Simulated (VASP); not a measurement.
Set up this calculation in VASP 6.6.1, as the native input.

* Task: single point
* Functional: PBE
* Potentials or basis: VASP PAW PBE potentials, release 64 (Al, Co)
* Cutoff: 520 eV
* k mesh: 6 × 6 × 6
* Occupations: gaussian, width 0.1 eV
* Spin: collinear spin, ferromagnetic start
* Starting moments: [0.0, 3.0] μB
* Dipole correction: no
* Further INCAR settings: ALGO = Normal; EDIFF = 1e-07; NBANDS = 17

The structure of AlCo lies in POSCAR:

```
AlCo
1.0
    2.8194032100      0.0000000000      0.0000000000
    0.0000000000      2.8194032100      0.0000000000
    0.0000000000      0.0000000000      2.8194032100
Al Co
1 1
Direct
    0.0000000000      0.0000000000      0.0000000000
    0.5000000000      0.5000000000      0.5000000000
```

The input as run:

INCAR

```
SYSTEM = AlCo
  ALGO = Normal
  EDIFF = 1E-7
  ENCUT = 520
  GGA = PE
  ISIF = 2
  ISMEAR = 0
  ISPIN = 2
  LASPH = .True.
  LCHARG = .False.
  LMAXMIX = 4
  LORBIT = 11
  LREAL = .False.
  LWAVE = .False.
  MAGMOM = 0 3
  NBANDS = 17
  NELM = 150
  PREC = Accurate
  SIGMA = 0.1
```

KPOINTS

```
k-points
0
Gamma
  6 6 6
  0 0 0
```

Potentials or basis: VASP PAW PBE potentials, release 64 (Al, Co).

Command:

```console
$ cat potpaw_PBE.64/Al/POTCAR potpaw_PBE.64/Co/POTCAR > POTCAR
$ mpirun -np 1 vasp_std > vasp.out
```

It gave:

```
Pressure                                              : 7.0 GPa
Net moment                                            : 0.07 μB per cell
Site moments                                          : Al -0.00; Co +0.08 μB
Valence electrons inside the program's atomic spheres : Al 0.84; Co 8.52
```

Caveat: the k points lie up to 0.37 Å⁻¹ apart.

It took 110 s on 1 thread of Intel(R) Xeon(R) 6975P-C (Granite Rapids), with other jobs on the host, peak memory 0.16 GiB.
